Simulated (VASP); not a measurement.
BiTe: relaxation of cell and atoms with PBEsol

The system is BiTe.

```
CELL_PARAMETERS angstrom
0.00000 3.23500 3.23500
3.23500 0.00000 3.23500
3.23500 3.23500 0.00000
ATOMIC_POSITIONS crystal
Bi 0.00000 0.00000 0.00000
Te 0.50000 0.50000 0.50000
```

```
Program                : VASP 6.6.1
Task                   : relaxation of cell and atoms
Functional             : PBEsol
Potentials or basis    : VASP PAW PBE potentials, release 64 (Bi_d, Te)
Cutoff                 : 600 eV
k mesh                 : 7 × 7 × 7
Occupations            : fermi-dirac, width 0.05 eV
Spin                   : no spin polarisation
Target pressure        : 30 GPa
Dipole correction      : no
Further INCAR settings : ALGO = Normal; EDIFF = 1e-06; IBRION = 2; EDIFFG = -0.01; NSW = 80; ISIF = 3
```

The relaxed volume is 24.54 Å³/atom and the relaxed cell is a = 4.109 Å, b = 4.109 Å, c = 4.109 Å, α = 60.00°, β = 60.00°, γ = 60.00°. The space group after relaxing (to 0.05 Å) is Fm-3m (No. 225), the energy change on relaxing (the enthalpy is what falls) is +584.2 meV/atom and the ionic steps are 20. The pressure after relaxing is 30.0 GPa.

Step by step:
| step | energy change (eV) | largest force (eV/Å) | pressure (GPa) | volume (Å³) |
| --- | --- | --- | --- | --- |
| 1 | 0.0000 | 0.0000 | -1.54 | 67.71 |
| 2 | 37.3158 | 0.0000 | 746.87 | 21.15 |
| 3 | 0.5153 | 0.0000 | 16.88 | 53.63 |
| 4 | 0.7403 | 0.0000 | 21.61 | 51.75 |
| 5 | 1.2024 | 0.0000 | 30.67 | 48.89 |
| 6 | 1.1392 | 0.0000 | 29.46 | 49.23 |
| 7 | 1.1404 | 0.0000 | 29.47 | 49.22 |
| 8 | 1.1439 | 0.0000 | 29.53 | 49.20 |
| 9 | 1.1439 | 0.0000 | 29.55 | 49.20 |
| 10 | 1.1440 | 0.0000 | 29.55 | 49.20 |
| 11 | 1.1442 | 0.0000 | 29.55 | 49.20 |
| 12 | 1.1445 | 0.0000 | 29.55 | 49.20 |
| 13 | 1.1452 | 0.0000 | 29.54 | 49.20 |
| 14 | 1.1465 | 0.0000 | 29.59 | 49.19 |
| 15 | 1.1491 | 0.0000 | 29.63 | 49.17 |
| 16 | 1.1543 | 0.0000 | 29.72 | 49.15 |
| 17 | 1.1648 | 0.0000 | 29.87 | 49.09 |
| 18 | 1.1860 | 0.0000 | 30.36 | 48.98 |
| 19 | 1.1704 | 0.0000 | 30.07 | 49.06 |
| 20 | 1.1684 | 0.0000 | 30.03 | 49.07 |

Final structure:
```yaml
crystal:
  lattice:
    - [0.00000, 2.90579, 2.90579]
    - [2.90579, 0.00000, 2.90579]
    - [2.90579, 2.90579, 0.00000]
  atoms:
    - { symbol: Bi, position: [0.00000, 0.00000, 0.00000] }
    - { symbol: Te, position: [0.50000, 0.50000, 0.50000] }
```

Levels at points of the mesh, in eV from the Fermi level:
```tsv
k point	band 8	band 9	band 10	band 11	band 12	band 13
(0.00, 0.00, 0.00)	-3.59	-3.59	-3.59	2.70	2.70	2.70
```

Wall time 5.8 min on 1 thread of AMD EPYC 7R43 64-Core Processor (Zen 3), on a shared host, peak memory 0.24 GiB.

Caveat: the cell is relaxed towards a set pressure, so the enthalpy falls and the energy may rise; the volume moved by over 15 % at a fixed basis, so the end points are rough; the PAW data sets were made with another functional, which shifts forces and pressure a little; spin-orbit coupling is left out, which moves the levels of the heavy elements.
